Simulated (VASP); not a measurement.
# TiAl (Cmmm) in VASP: single point with PBEsol

Aim: the single point of TiAl with PBEsol.

Everything below comes from runs of VASP 6.6.1. Logs are shortened: lines on timing, memory, paths and dates and some standing lists are left out, and cuts for length are marked.

## 1. The cell of the first run

The structure is orthorhombic, space group Cmmm (No. 65). Conventional cell: a = 4.375 Å, b = 4.553 Å, c = 3.156 Å, α = 90.00°, β = 90.00°, γ = 90.00°. Within 3.6 Å of Ti (site symmetry mmm) lie 8 Al at 2.70 to 2.77 Å and 6 Ti at 3.16 Å. Al (site symmetry mmm) has 8 Ti at 2.70 to 2.77 Å and 6 Al at 3.16 Å within 3.6 Å.

## 2. Single point, PBEsol (strain -0.0400 x Voigt [0, 0, 0, 1, 0, 0])

The input, INCAR:

```
SYSTEM = TiAl
PREC = Accurate
ENCUT = 520
EDIFF = 1E-6
ISMEAR = 0
SIGMA = 0.15
LREAL = .False.
LASPH = .True.
NELM = 100
ALGO = Fast
ISIF = 2
LWAVE = .False.
LCHARG = .True.
GGA = PS
LELF = .True.
LVHAR = .True.
NBANDS = 14
```

The input, KPOINTS:

```
Automatic mesh
0
Gamma
  20 20 20
  0 0 0
```

The input, POSCAR:

```
TiAl
1.0
    3.1564740774      0.0000000000      0.0000000000
    0.0000000000      3.1564740774     -0.0631294815
    0.0000000000     -0.0631294815      3.1564740774
Ti Al
1 1
Direct
    0.0000000000      0.0000000000      0.0000000000
    0.5000000000      0.5000000000      0.5000000000
```

Potentials or basis: VASP PAW PBE potentials, release 64 (Ti_sv, Al).

Started as:

```console
$ cat potpaw_PBE.64/Ti_sv/POTCAR potpaw_PBE.64/Al/POTCAR > POTCAR
$ mpirun -np 1 vasp_std > vasp.out
```

OUTCAR:

```text
SYSTEM = TiAl
   PREC = Accurate
   ENCUT = 520
   EDIFF = 1E-6
   ISMEAR = 0
   LREAL = .False.
   LASPH = .True.
   NELM = 100
   ISIF = 2
   GGA = PS

 ion  position               nearest neighbor table
   1  0.000  0.000  0.000-   2 2.70   2 2.70   2 2.70   2 2.70   2 2.77   2 2.77   2 2.77   2 2.77

   2  0.500  0.500  0.500-   1 2.70   1 2.70   1 2.70   1 2.70   1 2.77   1 2.77   1 2.77   1 2.77

  LATTYP: Found a base centered orthorhombic cell.
 ALAT       =     4.3746498806
 B/A-ratio  =     1.0408163265
 C/A-ratio  =     0.7215375318

  Lattice vectors:

 A1 = (   0.0000000000,   3.1564740774,  -0.0631294815)
 A2 = (   0.0000000000,  -0.0631294815,   3.1564740774)
 A3 = (   3.1564740774,   0.0000000000,   0.0000000000)

Analysis of symmetry for initial positions (statically):
=====================================================================
 Subroutine PRICEL returns:
 Original cell was already a primitive cell.

 Routine SETGRP: Setting up the symmetry group for a
 base centered orthorhombic supercell.

 Subroutine GETGRP returns: Found  8 space group operations
 (whereof  8 operations were pure point group operations)
 out of a pool of  8 trial point group operations.

The static configuration has the point symmetry D_2h.

Analysis of symmetry for dynamics (positions and initial velocities):
=====================================================================
 Subroutine PRICEL returns:
 Original cell was already a primitive cell.

 Routine SETGRP: Setting up the symmetry group for a
 base centered orthorhombic supercell.

 Subroutine GETGRP returns: Found  8 space group operations
 (whereof  8 operations were pure point group operations)
 out of a pool of  8 trial point group operations.

The dynamic configuration has the point symmetry D_2h.

 Subroutine INISYM returns: Found  8 space group operations
 (whereof  8 operations are pure point group operations),
 and found     1 'primitive' translations

----------------------------------------------------------------------------------------

                                     Primitive cell

  volume of cell :      31.4364

  direct lattice vectors                    reciprocal lattice vectors
     3.156474077  0.000000000  0.000000000     0.316809191  0.000000000  0.000000000
     0.000000000  3.156474077 -0.063129482     0.000000000  0.316935966  0.006338719
     0.000000000 -0.063129482  3.156474077     0.000000000  0.006338719  0.316935966

  length of vectors
     3.156474077  3.157105309  3.157105309     0.316809191  0.316999347  0.316999347

  position of ions in fractional coordinates (direct lattice)
     0.000000000  0.000000000  0.000000000
     0.500000000  0.500000000  0.500000000

  ion indices of the primitive-cell ions
   primitive index   ion index
                 1           1
                 2           2

----------------------------------------------------------------------------------------

 KPOINTS: Automatic mesh

Automatic generation of k-mesh.
 Grid dimensions read from file:
 generate k-points for:   20   20   20

 Generating k-lattice:

  Cartesian coordinates                     Fractional coordinates (reciprocal lattice)
     0.015840460  0.000000000  0.000000000     0.050000000  0.000000000  0.000000000
     0.000000000  0.015846798  0.000316936     0.000000000  0.050000000  0.000000000
     0.000000000  0.000316936  0.015846798     0.000000000  0.000000000  0.050000000

  Length of vectors
     0.015840460  0.015849967  0.015849967

  Shift w.r.t. Gamma in fractional coordinates (k-lattice)
     0.000000000  0.000000000  0.000000000

 Subroutine IBZKPT returns following result:
 ===========================================

 Found   1221 irreducible k-points:

 Following reciprocal coordinates:
            Coordinates               Weight
  0.000000  0.000000  0.000000      1.000000
  0.050000  0.000000  0.000000      2.000000
  0.100000  0.000000  0.000000      2.000000
  0.150000  0.000000  0.000000      2.000000
  0.200000  0.000000  0.000000      2.000000
  0.250000  0.000000  0.000000      2.000000
[... 16 lines left out ...]
  0.000000  0.100000  0.000000      4.000000
  0.050000  0.100000  0.000000      8.000000
 [... further k-points ...]
   k-points           NKPTS =   1221   k-points in BZ     NKDIM =   1221   number of bands    NBANDS=     14
   number of dos      NEDOS =    301   number of ions     NIONS =      2
   total plane-waves  NPLWV =  13824
   dimension x,y,z NGX =    24 NGY =   24 NGZ =   24
   dimension x,y,z NGXF=    48 NGYF=   48 NGZF=   48
   ions per type =               1   1
   NGX,Y,Z   is equivalent  to a cutoff of  12.64, 12.64, 12.64 a.u.
   NGXF,Y,Z  is equivalent  to a cutoff of  25.28, 25.28, 25.28 a.u.
 SYSTEM =  TiAl
   PREC   = accura    normal or accurate (medium, high low for compatibility)
   ISTART =      0    job   : 0-new  1-cont  2-samecut
   ICHARG =      2    charge: 1-file 2-atom 10-const
   ISPIN  =      1    spin polarized calculation?
   LNONCOLLINEAR =      F non collinear calculations
   LSORBIT =      F    spin-orbit coupling
   LASPH  =      T    aspherical Exc in radial PAW
   ENCUT  =  520.0 eV  38.22 Ry    6.18 a.u.   5.87  5.87  5.87*2*pi/ulx,y,z
   NELM   =    100;   NELMIN=  2; NELMDL= -5     # of ELM steps
   EDIFF  = 0.1E-05   stopping-criterion for ELM
   LREAL  =      F    real-space projection
   EDIFFG = 0.1E-04   stopping-criterion for IOM
   NSW    =      0    number of steps for IOM
   IBRION =     -1    ionic relax: 0-MD 1-quasi-New 2-CG
   NFREE  =      0    steps in history (QN), initial steepest desc. (CG)
   ISIF   =      2    stress and relaxation
   ISYM   =      2    0-nonsym 1-usesym 2-fastsym
   POTIM  = 0.5000    time-step for ionic-motion
   TEBEG  =    0.0;   TEEND  =   0.0 temperature during run
   PSTRESS=    0.0 pullay stress
   NELECT =      15.0000    total number of electrons
   NUPDOWN=      -1.0000    fix difference up-down
   EMIN   =  10.00;   EMAX   =-10.00  energy-range for DOS
   EFERMI =   0.00;   METHOD = LEGACY
   ISMEAR =     0;   SIGMA  =   0.15  broadening in eV -4-tet -1-fermi 0-gaus
   EFERMI_NEDOS =   21; number of points for ismear=-14 and -15
   IALGO  =     68    algorithm
   IMIX   =      4    mixing-type and parameters
     AMIX     =   0.40;   BMIX     =  1.00
     AMIX_MAG =   1.60;   BMIX_MAG =  1.00
  volume/ion in A,a.u.               =      15.72       106.07
  Fermi-wavevector in a.u.,A,eV,Ry     =   1.279266  2.417463 22.266235  1.636522
  Thomas-Fermi vector in A             =   2.411762
   LORBIT       =      0    0 simple, 1 ext, 2 COOP (PROOUT), +10 PAW based schemes
   GGA     = PS    functional components
   LHFCALC =     F    Hartree Fock is set to
   AEXX    =    0.0000 exact exchange contribution
   IVDW    =     0    specifies the selected vdW correction
   LEPSILON=     F    determine dielectric tensor
   LRPA    =     F    only Hartree local field effects (RPA)
 non-spin polarized calculation
 RMM-DIIS sequential band-by-band and
 Gauss-broadening in eV      SIGMA  =   0.15
  energy-cutoff  :      520.00
  volume of cell :       31.44
 maximum number of plane-waves:       872
 NGX is ok and might be reduce to    24
   NGX = 11   NGY = 11   NGZ = 11

 number of electron      14.9999991 magnetization

 Free energy of the ion-electron system (eV)
  ---------------------------------------------------
  ext. energy  EPLUGINS =         0.00000000
  ---------------------------------------------------
  free energy    TOTEN  =       -12.96924394 eV

  energy without entropy =      -12.94184654  energy(sigma->0) =      -12.95554524

 E-fermi :   8.8919     XC(G=0): -11.2839

 val. band max:        8.8909802634   @ k =   0.2500  -0.3500   0.1500
 cond. band min:       8.8920596300   @ k =   0.5000  -0.3000   0.2000
 fundamental gap:      0.0010793665
 Fermi energy:         8.8919371009

 k-point     1 :       0.0000    0.0000    0.0000
  band No.  band energies     occupation
      1     -47.7159      2.00000
      2     -24.0340      2.00000
      3     -24.0157      2.00000
      4     -23.9996      2.00000
      5      -0.4450      2.00000
      6       7.4150      2.00000
      7       7.4266      2.00000
      8      10.6572      0.00000
      9      10.7229      0.00000
     10      10.8214      0.00000
     11      13.3801      0.00000
     12      13.4285      0.00000
     13      13.5065      0.00000
     14      17.8890      0.00000

 k-point     2 :       0.0500    0.0000    0.0000
  band No.  band energies     occupation
      1     -47.7154      2.00000
      2     -24.0336      2.00000
      3     -24.0204      2.00000
      4     -23.9992      2.00000
      5      -0.4043      2.00000
      6       7.3967      2.00000
      7       7.4451      2.00000
      8      10.5784      0.00000
      9      10.7279      0.00000
     10      10.7515      0.00000
     11      13.2516      0.00000
     12      13.4898      0.00000
     13      13.6037      0.00000
     14      18.0589      0.00000

 k-point     3 :       0.1000    0.0000    0.0000
  band No.  band energies     occupation
      1     -47.7143      2.00000
      2     -24.0339      2.00000
      3     -24.0324      2.00000
      4     -23.9980      2.00000
      5      -0.2825      2.00000
      6       7.3303      2.00000
      7       7.4997      2.00000
      8      10.3758      0.00000
      9      10.5695      0.00000
     10      10.7426      0.00000
     11      12.8161      0.00000
     12      13.7859      0.00000
     13      13.8685      0.00000
     14      17.6648      0.00000

 k-point     4 :       0.1500    0.0000    0.0000
  band No.  band energies     occupation
      1     -47.7124      2.00000
      2     -24.0550      2.00000
      3     -24.0305      2.00000
      4     -23.9962      2.00000
      5      -0.0816      2.00000
      6       7.1827      2.00000
      7       7.5872      2.00000
      8      10.1115      0.00000
      9      10.3286      0.00000
     10      10.7655      0.00000
     11      12.3404      0.00000
     12      14.2077      0.00000
     13      14.2501      0.00000
     14      17.4042      0.00000

 k-point     5 :       0.2000    0.0000    0.0000
  band No.  band energies     occupation
      1     -47.7101      2.00000
      2     -24.0814      2.00000
      3     -24.0282      2.00000
      4     -23.9939      2.00000
      5       0.1957      2.00000
      6       6.9135      2.00000
      7       7.7025      2.00000
      8       9.8334      0.00000
      9      10.0718      0.00000
     10      10.7947      0.00000
     11      11.9644      0.00000
[... 276 lines left out ...]
 k-point    22 :       0.5000    0.0500    0.0000
  band No.  band energies     occupation
      1     -47.6987      2.00000
      2     -24.2033      2.00000
      3     -24.0192      2.00000
      4     -23.9850      2.00000
      5       2.8874      2.00000
      6       3.6977      2.00000
      7       8.3560      2.00000
      8       8.8745      1.13057
      9       9.1718      0.00832
     10      10.8951      0.00000
     11      12.0014      0.00000
     12      15.4779      0.00000
     13      18.0642      0.00000
     14      18.4182      0.00000

 k-point    23 :       0.0000    0.1000    0.0000
  band No.  band energies     occupation
      1     -47.7143      2.00000
      2     -24.0447      2.00000
      3     -24.0141      2.00000
      4     -24.0055      2.00000
      5      -0.2823      2.00000
      6       7.3381      2.00000
      7       7.4909      2.00000
      8      10.4491      0.00000
      9      10.4598      0.00000
     10      10.7809      0.00000
     11      12.8214      0.00000
     12      13.8145      0.00000
     13      13.8330      0.00000
     14      17.6642      0.00000

 k-point    24 :       0.0500    0.1000    0.0000
  band No.  band energies     occupation
      1     -47.7139      2.00000
      2     -24.0443      2.00000
      3     -24.0188      2.00000
      4     -24.0050      2.00000
      5      -0.2421      2.00000
      6       7.3498      2.00000
      7       7.4832      2.00000
      8      10.3592      0.00000
      9      10.4589      0.00000
     10      10.7280      0.00000
     11      12.9137      0.00000
     12      13.6292      0.00000
     13      13.9249      0.00000
     14      17.7714      0.00000

 [... further k-points ...]
[... 5 lines left out ...]
  --------------------------------------------------------------------------------------
  -------------------------------------------------------------------------------------
  Total        0.0867156      0.0363429      0.0363429      0.0000000      0.5934084      0.0000000
  in kB        4.4195174      1.8522414      1.8522414      0.0000000     30.2434492      0.0000000
  external PRESSURE =       2.7080001 kB  Pullay stress =       0.0000000 kB

 VOLUME and BASIS-vectors are now :
 -----------------------------------------------------------------------------
  energy-cutoff  :      520.00
  volume of cell :       31.44
      direct lattice vectors                 reciprocal lattice vectors
     3.156474077  0.000000000  0.000000000     0.316809191  0.000000000  0.000000000
     0.000000000  3.156474077 -0.063129482     0.000000000  0.316935966  0.006338719
     0.000000000 -0.063129482  3.156474077     0.000000000  0.006338719  0.316935966

 POSITION                                       TOTAL-FORCE (eV/Angst)
 -----------------------------------------------------------------------------------
      0.00000      0.00000      0.00000         0.000000     -0.000000      0.000000
      1.57824      1.54667      1.54667         0.000000      0.000000      0.000000
 -----------------------------------------------------------------------------------
    total drift:                                0.000000      0.000000      0.000000

  FREE ENERGIE OF THE ION-ELECTRON SYSTEM (eV)
  ---------------------------------------------------
  free  energy   TOTEN  =       -12.9692439381 eV

  energy  without entropy=      -12.9418465377  energy(sigma->0) =      -12.95554524
```

Wall time 4.3 min (1 thread of Intel Xeon 6975P-C (Granite Rapids), shared host); peak memory 0.62 GiB.

Results:

```yaml
Free_energy: -12.9692 eV
Pressure: 0.3 GPa
Band_gap_on_the_k_mesh: zero (an odd number of electrons rules out a gap without spin polarisation)
```

Levels at points of the mesh, in eV from the Fermi level:
| k point | band 4 | band 5 | band 6 | band 7 | band 8 | band 9 | band 10 | band 11 |
| --- | --- | --- | --- | --- | --- | --- | --- | --- |
| (0.00, 0.00, 0.00) | -32.89 | -9.34 | -1.48 | -1.47 | 1.77 | 1.83 | 1.93 | 4.49 |
| (0.50, 0.00, 0.00) | -32.88 | -6.02 | -5.24 | -0.55 | 0.01 | 0.30 | 2.05 | 3.11 |
| (0.00, 0.50, 0.00) | -32.89 | -6.02 | -5.23 | -0.58 | 0.15 | 0.18 | 2.06 | 3.11 |
| (0.50, 0.50, 0.00) | -32.87 | -5.05 | -2.07 | -2.07 | -1.49 | 0.71 | 0.72 | 2.85 |
| (0.00, 0.50, 0.50) | -32.87 | -5.06 | -2.31 | -1.83 | -1.49 | 0.70 | 0.73 | 2.84 |
| (0.50, 0.50, 0.50) | -33.04 | -3.22 | -3.15 | -3.06 | 0.76 | 2.72 | 2.91 | 2.91 |

Caveat: the cell differs from its parent crystal (strain -0.0400 x Voigt [0, 0, 0, 1, 0, 0]); the PAW data sets were made with another functional, which shifts forces and pressure a little.
